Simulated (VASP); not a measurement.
# SiO2 (P4_32_12) in VASP: single point with PBEsol

Aim: the single point of SiO2 with PBEsol.

Everything below comes from runs of VASP 6.6.1. Logs are shortened: lines on timing, memory, paths and dates and some standing lists are left out, and cuts for length are marked.

## 1. The cell of the first run

It takes space group P4_32_12 (No. 96, tetragonal). The conventional cell has a = 5.031 Å, b = 5.031 Å, c = 7.011 Å, α = 90.00°, β = 90.00°, γ = 90.00°. Within 2.2 Å of Si (site symmetry 2) lie 4 O at 1.62 Å. Within 2.2 Å of O (site symmetry 1) lie 2 Si at 1.62 Å.

## 2. Single point, PBEsol

Input file INCAR:

```
PREC = Accurate ; ENCUT = 520
EDIFF = 1E-6 ; ISMEAR = 0
SIGMA = 0.02 ; LREAL = False
LASPH = True ; NELM = 80
ALGO = Normal ; ISIF = 2
LWAVE = False ; LCHARG = False
GGA = PS ; NBANDS = 44
```

Input file KPOINTS:

```
Automatic mesh
0
Gamma
  6 6 4
```

Input file POSCAR:

```
SiO2
1.0
    5.0310318096      0.0000000000      0.0000000000
    0.0000000000      5.0310318096      0.0000000000
    0.0000000000      0.0000000000      7.0106427619
Si O
4 8
Direct
    0.7977057924      0.7977057924      0.5000000000
    0.7022942076      0.2977057924      0.2500000000
    0.2022942076      0.2022942076      0.0000000000
    0.2977057924      0.7022942076      0.7500000000
    0.2602933157      0.3988188958      0.8219652075
    0.1011811042      0.7602933157      0.5719652075
    0.7397066843      0.6011811042      0.3219652075
    0.8988188958      0.2397066843      0.0719652075
    0.7602933157      0.1011811042      0.4280347925
    0.6011811042      0.7397066843      0.6780347925
    0.2397066843      0.8988188958      0.9280347925
    0.3988188958      0.2602933157      0.1780347925
```

Potentials or basis: VASP PAW PBE potentials, release 64 (Si, O).

Run with:

```sh
$ cat potpaw_PBE.64/Si/POTCAR potpaw_PBE.64/O/POTCAR > POTCAR
$ mpirun -np 1 vasp_std > vasp.out
```

OUTCAR:

```text
PREC = Accurate
   ENCUT = 520
   EDIFF = 1E-6
   ISMEAR = 0
   LREAL = False
   LASPH = True
   NELM = 80
   ISIF = 2
   GGA = PS

 ion  position               nearest neighbor table
   1  0.798  0.798  0.500-   7 1.62  10 1.62   9 1.62   6 1.62   2 3.10   4 3.10   2 3.10   4 3.10

   2  0.702  0.298  0.250-   8 1.62   9 1.62   7 1.62  12 1.62   1 3.10   3 3.10   1 3.10   3 3.10

   3  0.202  0.202  0.000-   5 1.62  12 1.62  11 1.62   8 1.62   2 3.10   4 3.10   4 3.10   2 3.10

   4  0.298  0.702  0.750-   6 1.62  11 1.62  10 1.62   5 1.62   1 3.10   3 3.10   3 3.10   1 3.10

   5  0.260  0.399  0.822-   3 1.62   4 1.62
   6  0.101  0.760  0.572-   4 1.62   1 1.62
   7  0.740  0.601  0.322-   1 1.62   2 1.62
   8  0.899  0.240  0.072-   2 1.62   3 1.62
   9  0.760  0.101  0.428-   2 1.62   1 1.62
  10  0.601  0.740  0.678-   1 1.62   4 1.62
  11  0.240  0.899  0.928-   4 1.62   3 1.62
  12  0.399  0.260  0.178-   3 1.62   2 1.62

  LATTYP: Found a simple tetragonal cell.
 ALAT       =     5.0310318096
 C/A-ratio  =     1.3934801105

  Lattice vectors:

 A1 = (   5.0310318096,   0.0000000000,   0.0000000000)
 A2 = (   0.0000000000,   5.0310318096,   0.0000000000)
 A3 = (   0.0000000000,   0.0000000000,   7.0106427619)

Analysis of symmetry for initial positions (statically):
=====================================================================
 Subroutine PRICEL returns:
 Original cell was already a primitive cell.

 Routine SETGRP: Setting up the symmetry group for a
 simple tetragonal supercell.

 Subroutine GETGRP returns: Found  8 space group operations
 (whereof  2 operations were pure point group operations)
 out of a pool of 16 trial point group operations.

The static configuration has the point symmetry C_2 .
 The point group associated with its full space group is D_4 .

Analysis of symmetry for dynamics (positions and initial velocities):
=====================================================================
 Subroutine PRICEL returns:
 Original cell was already a primitive cell.

 Routine SETGRP: Setting up the symmetry group for a
 simple tetragonal supercell.

 Subroutine GETGRP returns: Found  8 space group operations
 (whereof  2 operations were pure point group operations)
 out of a pool of 16 trial point group operations.

The dynamic configuration has the point symmetry C_2 .
 The point group associated with its full space group is D_4 .

 Subroutine INISYM returns: Found  8 space group operations
 (whereof  2 operations are pure point group operations),
 and found     1 'primitive' translations

----------------------------------------------------------------------------------------

                                     Primitive cell

  volume of cell :     177.4483

  direct lattice vectors                    reciprocal lattice vectors
     5.031031810  0.000000000  0.000000000     0.198766384  0.000000000  0.000000000
     0.000000000  5.031031810  0.000000000     0.000000000  0.198766384  0.000000000
     0.000000000  0.000000000  7.010642762     0.000000000  0.000000000  0.142640273

  length of vectors
     5.031031810  5.031031810  7.010642762     0.198766384  0.198766384  0.142640273

  position of ions in fractional coordinates (direct lattice)
     0.797705792  0.797705792  0.500000000
     0.702294208  0.297705792  0.250000000
     0.202294208  0.202294208  0.000000000
     0.297705792  0.702294208  0.750000000
     0.260293316  0.398818896  0.821965207
     0.101181104  0.760293316  0.571965207
     0.739706684  0.601181104  0.321965207
     0.898818896  0.239706684  0.071965207
     0.760293316  0.101181104  0.428034793
     0.601181104  0.739706684  0.678034792
     0.239706684  0.898818896  0.928034792
     0.398818896  0.260293316  0.178034793

  ion indices of the primitive-cell ions
   primitive index   ion index
                 1           1
                 2           2
                 3           3
                 4           4
                 5           5
                 6           6
                 7           7
                 8           8
                 9           9
                10          10
                11          11
                12          12

----------------------------------------------------------------------------------------

 KPOINTS: Automatic mesh

Automatic generation of k-mesh.
 Grid dimensions read from file:
 generate k-points for:    6    6    4

 Generating k-lattice:

  Cartesian coordinates                     Fractional coordinates (reciprocal lattice)
     0.033127731  0.000000000  0.000000000     0.166666667  0.000000000  0.000000000
     0.000000000  0.033127731  0.000000000     0.000000000  0.166666667  0.000000000
     0.000000000  0.000000000  0.035660068     0.000000000  0.000000000  0.250000000

  Length of vectors
     0.033127731  0.033127731  0.035660068

  Shift w.r.t. Gamma in fractional coordinates (k-lattice)
     0.000000000  0.000000000  0.000000000

 Subroutine IBZKPT returns following result:
 ===========================================

 Found     30 irreducible k-points:

 Following reciprocal coordinates:
            Coordinates               Weight
  0.000000  0.000000  0.000000      1.000000
  0.166667  0.000000  0.000000      4.000000
  0.333333  0.000000  0.000000      4.000000
  0.500000  0.000000  0.000000      2.000000
  0.166667  0.166667  0.000000      4.000000
  0.333333  0.166667  0.000000      8.000000
[... 16 lines left out ...]
  0.333333  0.000000  0.500000      4.000000
  0.500000  0.000000  0.500000      2.000000
 [... further k-points ...]
   k-points           NKPTS =     30   k-points in BZ     NKDIM =     30   number of bands    NBANDS=     44
   number of dos      NEDOS =    301   number of ions     NIONS =     12
   total plane-waves  NPLWV =  86400
   dimension x,y,z NGX =    40 NGY =   40 NGZ =   54
   dimension x,y,z NGXF=    80 NGYF=   80 NGZF=  108
   ions per type =               4   8
   NGX,Y,Z   is equivalent  to a cutoff of  13.22, 13.22, 12.81 a.u.
   NGXF,Y,Z  is equivalent  to a cutoff of  26.44, 26.44, 25.61 a.u.
 SYSTEM =  unknown system
   PREC   = accura    normal or accurate (medium, high low for compatibility)
   ISTART =      0    job   : 0-new  1-cont  2-samecut
   ICHARG =      2    charge: 1-file 2-atom 10-const
   ISPIN  =      1    spin polarized calculation?
   LNONCOLLINEAR =      F non collinear calculations
   LSORBIT =      F    spin-orbit coupling
   LASPH  =      T    aspherical Exc in radial PAW
   ENCUT  =  520.0 eV  38.22 Ry    6.18 a.u.   9.35  9.35 13.04*2*pi/ulx,y,z
   NELM   =     80;   NELMIN=  2; NELMDL= -5     # of ELM steps
   EDIFF  = 0.1E-05   stopping-criterion for ELM
   LREAL  =      F    real-space projection
   EDIFFG = 0.1E-04   stopping-criterion for IOM
   NSW    =      0    number of steps for IOM
   IBRION =     -1    ionic relax: 0-MD 1-quasi-New 2-CG
   NFREE  =      0    steps in history (QN), initial steepest desc. (CG)
   ISIF   =      2    stress and relaxation
   ISYM   =      2    0-nonsym 1-usesym 2-fastsym
   POTIM  = 0.5000    time-step for ionic-motion
   TEBEG  =    0.0;   TEEND  =   0.0 temperature during run
   PSTRESS=    0.0 pullay stress
   NELECT =      64.0000    total number of electrons
   NUPDOWN=      -1.0000    fix difference up-down
   EMIN   =  10.00;   EMAX   =-10.00  energy-range for DOS
   EFERMI =   0.00;   METHOD = LEGACY
   ISMEAR =     0;   SIGMA  =   0.02  broadening in eV -4-tet -1-fermi 0-gaus
   EFERMI_NEDOS =   21; number of points for ismear=-14 and -15
   IALGO  =     38    algorithm
   IMIX   =      4    mixing-type and parameters
     AMIX     =   0.40;   BMIX     =  1.00
     AMIX_MAG =   1.60;   BMIX_MAG =  1.00
  volume/ion in A,a.u.               =      14.79        99.79
  Fermi-wavevector in a.u.,A,eV,Ry     =   1.165317  2.202130 18.476225  1.357964
  Thomas-Fermi vector in A             =   2.301844
   LORBIT       =      0    0 simple, 1 ext, 2 COOP (PROOUT), +10 PAW based schemes
   GGA     = PS    functional components
   LHFCALC =     F    Hartree Fock is set to
   AEXX    =    0.0000 exact exchange contribution
   IVDW    =     0    specifies the selected vdW correction
   LEPSILON=     F    determine dielectric tensor
   LRPA    =     F    only Hartree local field effects (RPA)
 non-spin polarized calculation
 Gauss-broadening in eV      SIGMA  =   0.02
  energy-cutoff  :      520.00
  volume of cell :      177.45
 maximum number of plane-waves:      4823
 NGX is ok and might be reduce to    40
   NGX = 19   NGY = 19   NGZ = 27

 number of electron      64.0000009 magnetization

 Free energy of the ion-electron system (eV)
  ---------------------------------------------------
  ext. energy  EPLUGINS =         0.00000000
  ---------------------------------------------------
  free energy    TOTEN  =       -98.69472451 eV

  energy without entropy =      -98.69472451  energy(sigma->0) =      -98.69472451

 E-fermi :  -0.0490     XC(G=0):  -8.4055

 val. band max:       -0.1538171290   @ k =   0.0000   0.0000   0.0000
 cond. band min:       5.4179663621   @ k =   0.0000   0.0000   0.0000
 fundamental gap:      5.5717834911
 Fermi energy:        -0.0489975353

 k-point     1 :       0.0000    0.0000    0.0000
  band No.  band energies     occupation
      1     -19.4860      2.00000
      2     -18.5928      2.00000
      3     -18.5928      2.00000
      4     -17.4287      2.00000
      5     -17.3929      2.00000
      6     -17.3902      2.00000
[... 36 lines left out ...]
     43      10.9433      0.00000
     44      11.0710      0.00000

 k-point     2 :       0.1667    0.0000    0.0000
  band No.  band energies     occupation
      1     -19.4291      2.00000
      2     -18.6522      2.00000
      3     -18.5247      2.00000
      4     -17.4778      2.00000
      5     -17.4322      2.00000
      6     -17.4048      2.00000
[... 36 lines left out ...]
     43      10.9369      0.00000
     44      11.3047      0.00000

 k-point     3 :       0.3333    0.0000    0.0000
  band No.  band energies     occupation
      1     -19.2707      2.00000
      2     -18.8185      2.00000
      3     -18.3312      2.00000
      4     -17.7318      2.00000
      5     -17.4399      2.00000
      6     -17.4306      2.00000
[... 36 lines left out ...]
     43      10.7004      0.00000
     44      11.0866      0.00000

 k-point     4 :       0.5000    0.0000    0.0000
  band No.  band energies     occupation
      1     -19.0473      2.00000
      2     -19.0473      2.00000
      3     -18.0463      2.00000
      4     -18.0463      2.00000
      5     -17.4428      2.00000
      6     -17.4428      2.00000
[... 882 lines left out ...]
     43      10.8991      0.00000
     44      10.8991      0.00000

 k-point    23 :       0.3333    0.0000    0.5000
  band No.  band energies     occupation
      1     -19.1009      2.00000
      2     -19.1009      2.00000
      3     -17.9907      2.00000
      4     -17.9907      2.00000
      5     -17.4211      2.00000
      6     -17.4211      2.00000
[... 36 lines left out ...]
     43      11.0873      0.00000
     44      11.1519      0.00000

 k-point    24 :       0.5000    0.0000    0.5000
  band No.  band energies     occupation
      1     -19.0419      2.00000
      2     -19.0419      2.00000
      3     -18.0650      2.00000
      4     -18.0650      2.00000
      5     -17.4288      2.00000
      6     -17.4288      2.00000
[... 36 lines left out ...]
     43      11.1352      0.00000
     44      11.1358      0.00000

 [... further k-points ...]

------------------------ aborting loop because EDIFF is reached ----------------------------------------

  FORCE on cell =-STRESS in cart. coord.  units (eV):
  Direction    XX          YY          ZZ          XY          YZ          ZX
  --------------------------------------------------------------------------------------
  -------------------------------------------------------------------------------------
  Total        0.5614468      0.5614468      0.5358388      0.0000000      0.0000000     -0.0000000
  in kB        5.0692911      5.0692911      4.8380769      0.0000000      0.0000000     -0.0000000
  external PRESSURE =       4.9922197 kB  Pullay stress =       0.0000000 kB

 VOLUME and BASIS-vectors are now :
 -----------------------------------------------------------------------------
  energy-cutoff  :      520.00
  volume of cell :      177.45
      direct lattice vectors                 reciprocal lattice vectors
     5.031031810  0.000000000  0.000000000     0.198766384  0.000000000  0.000000000
     0.000000000  5.031031810  0.000000000     0.000000000  0.198766384  0.000000000
     0.000000000  0.000000000  7.010642762     0.000000000  0.000000000  0.142640273

 POSITION                                       TOTAL-FORCE (eV/Angst)
 -----------------------------------------------------------------------------------
      4.01328      4.01328      3.50532         0.018698      0.018698     -0.000000
      3.53326      1.49777      1.75266        -0.018698      0.018698     -0.000000
      1.01775      1.01775      0.00000        -0.018698     -0.018698     -0.000000
      1.49777      3.53326      5.25798         0.018698     -0.018698     -0.000000
      1.30954      2.00647      5.76250         0.001341     -0.014861     -0.010633
      0.50905      3.82506      4.00984         0.014861      0.001341     -0.010633
      3.72149      3.02456      2.25718        -0.001341      0.014861     -0.010633
      4.52199      1.20597      0.50452        -0.014861     -0.001341     -0.010633
      3.82506      0.50905      3.00080         0.001341      0.014861      0.010633
      3.02456      3.72149      4.75346         0.014861     -0.001341      0.010633
      1.20597      4.52199      6.50612        -0.001341     -0.014861      0.010633
      2.00647      1.30954      1.24814        -0.014861      0.001341      0.010633
 -----------------------------------------------------------------------------------
    total drift:                                0.000000     -0.000000      0.000000

  FREE ENERGIE OF THE ION-ELECTRON SYSTEM (eV)
  ---------------------------------------------------
  free  energy   TOTEN  =       -98.6947245143 eV

  energy  without entropy=      -98.6947245143  energy(sigma->0) =      -98.69472451
```

It took 3.6 min on 1 thread of Intel Xeon Platinum 8259CL at 2.50GHz (Skylake/Cascade Lake), shared host; peak memory 0.37 GiB.

What came out:

```yaml
Free_energy: -98.6947 eV
Pressure: 0.5 GPa
Largest_force: 0.026 eV/Å
Band_gap_on_the_k_mesh: 5.57 eV
```

Forces in eV/Å, atoms in the order of the input:
```
Si   0.019  0.019  0.000
Si  -0.019  0.019  0.000
Si  -0.019 -0.019  0.000
Si   0.019 -0.019  0.000
O    0.001 -0.015 -0.011
O    0.015  0.001 -0.011
O   -0.001  0.015 -0.011
O   -0.015 -0.001 -0.011
O    0.001  0.015  0.011
O    0.015 -0.001  0.011
O   -0.001 -0.015  0.011
O   -0.015  0.001  0.011
```

Levels at points of the mesh, in eV from the valence-band top:
| k point | band 28 | band 29 | band 30 | band 31 | band 32 | band 33 | band 34 | band 35 | band 36 | band 37 |
| --- | --- | --- | --- | --- | --- | --- | --- | --- | --- | --- |
| (0.00, 0.00, 0.00) | -1.21 | -0.68 | -0.28 | -0.28 | 0.00 | 5.57 | 8.65 | 8.65 | 8.97 | 8.97 |
| (0.50, 0.00, 0.00) | -1.02 | -0.65 | -0.65 | -0.48 | -0.48 | 7.57 | 7.57 | 9.11 | 9.11 | 9.54 |
| (0.50, 0.50, 0.00) | -1.33 | -0.59 | -0.59 | -0.55 | -0.55 | 8.55 | 8.55 | 8.65 | 8.65 | 9.64 |
| (0.00, 0.00, 0.50) | -0.79 | -0.52 | -0.52 | -0.40 | -0.40 | 6.79 | 6.79 | 9.25 | 9.25 | 9.37 |
| (0.50, 0.00, 0.50) | -0.99 | -0.93 | -0.93 | -0.17 | -0.17 | 7.82 | 7.82 | 8.83 | 8.83 | 9.13 |
| (0.50, 0.50, 0.50) | -1.35 | -0.64 | -0.64 | -0.64 | -0.64 | 9.07 | 9.07 | 9.07 | 9.07 | 9.61 |

Caveat: the PAW data sets were made with another functional, which shifts forces and pressure a little. A k mesh can miss the band edges.
